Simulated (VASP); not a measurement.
Pd: single point with LDA

Pd:

```
CELL_PARAMETERS angstrom
0.00000 1.91861 1.91861
1.91861 0.00000 1.91861
1.91861 1.91861 0.00000
ATOMIC_POSITIONS crystal
Pd 0.00000 0.00000 0.00000
```

This cell differs from its parent crystal: volume scaled by 0.96.

```yaml
Program: VASP 6.6.1
Task: single point
Functional: LDA
Potentials_or_basis: VASP PAW LDA potentials, release 64 (Pd)
Cutoff: 520 eV
k_mesh: 18 × 18 × 18
Occupations: fermi-dirac, width 0.05 eV
Spin: no spin polarisation
Dipole_correction: no
Further_INCAR_settings: ALGO = Normal; EDIFF = 1e-06; NBANDS = 11
```

```yaml
Pressure: 0.6 GPa
Band_gap_on_the_k_mesh: zero (band 5 reaches 10.68 eV, above the bottom of band 6 at 8.97 eV)
```

Levels at points of the mesh, in eV from the Fermi level:
| k point | band 1 | band 2 | band 3 | band 4 | band 5 | band 6 | band 7 | band 8 | band 9 | band 10 |
| --- | --- | --- | --- | --- | --- | --- | --- | --- | --- | --- |
| (0.00, 0.00, 0.00) | -7.59 | -3.08 | -3.08 | -3.08 | -1.32 | -1.32 | 17.13 | 22.10 | 22.10 | 22.10 |
| (0.50, 0.00, 0.00) | -5.72 | -3.13 | -3.13 | -0.02 | -0.02 | 0.84 | 7.60 | 16.51 | 21.33 | 21.33 |
| (0.50, 0.50, 0.00) | -5.82 | -5.52 | -0.04 | 0.32 | 0.32 | 3.24 | 11.17 | 13.29 | 13.29 | 22.15 |

Wall time 30 s on 1 thread of Intel Xeon 8259CL, on a shared host, peak memory 0.14 GiB.
